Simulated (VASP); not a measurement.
A run of VASP 6.6.1 is set up as follows.

The input POSCAR:

```
SnTe
1.0
    0.0000000000      3.1242474471      3.1242474471
    3.1242474471      0.0000000000      3.1242474471
    3.1242474471      3.1242474471      0.0000000000
Sn Te
1 1
Direct
    0.0000000000      0.0000000000      0.0000000000
    0.5000000000      0.5000000000      0.5000000000
```

File INCAR.step1:

```
ALGO     = Normal         # electronic algorithm
EDIFF    = 1E-4           # SCF threshold, eV
ENCUT    = 520            # plane-wave cutoff, eV
GGA      = PE             # functional
ISMEAR   = -1             # smearing method
LASPH    = True           # aspherical terms in the spheres
LCHARG   = False          # write CHGCAR
LREAL    = False          # projectors in reciprocal space
LWAVE    = True           # write WAVECAR
NBANDS   = 17             # bands
NELM     = 60             # most SCF steps
PREC     = Accurate       # precision mode
SIGMA    = 0.02           # smearing width, eV
```

File INCAR.step2:

```
ALGO     = Normal         # electronic algorithm
EDIFF    = 1E-7           # SCF threshold, eV
ENCUT    = 520            # plane-wave cutoff, eV
ISIF     = 2              # what is computed and relaxed
ISMEAR   = -1             # smearing method
ISTART   = 1            
LASPH    = True           # aspherical terms in the spheres
LCHARG   = False          # write CHGCAR
LMIXTAU  = True         
LREAL    = False          # projectors in reciprocal space
LWAVE    = False          # write WAVECAR
METAGGA  = R2SCAN         # meta-GGA
NBANDS   = 17             # bands
NELM     = 60             # most SCF steps
PREC     = Accurate       # precision mode
SIGMA    = 0.02           # smearing width, eV
```

Contents of KPOINTS:

```
k-points
0
Gamma
  6 6 6
```

Potentials or basis: VASP PAW PBE potentials, release 64 (Sn_d, Te).

Run with:

```sh
$ cat potpaw_PBE.64/Sn_d/POTCAR potpaw_PBE.64/Te/POTCAR > POTCAR
$ cp INCAR.step1 INCAR
$ mpirun -np 1 vasp_std > vasp.out
$ cp INCAR.step2 INCAR
$ mpirun -np 1 vasp_std > vasp.out
```

(1) Estimate the band gap on the k mesh.

(2) Estimate the pressure.

Answers

(1) 0.06 eV, direct.

(2) 3.0 GPa.

Caveat: the PAW data sets were made with another functional, which shifts forces and pressure a little; spin-orbit coupling is left out, which moves the levels of the heavy elements.
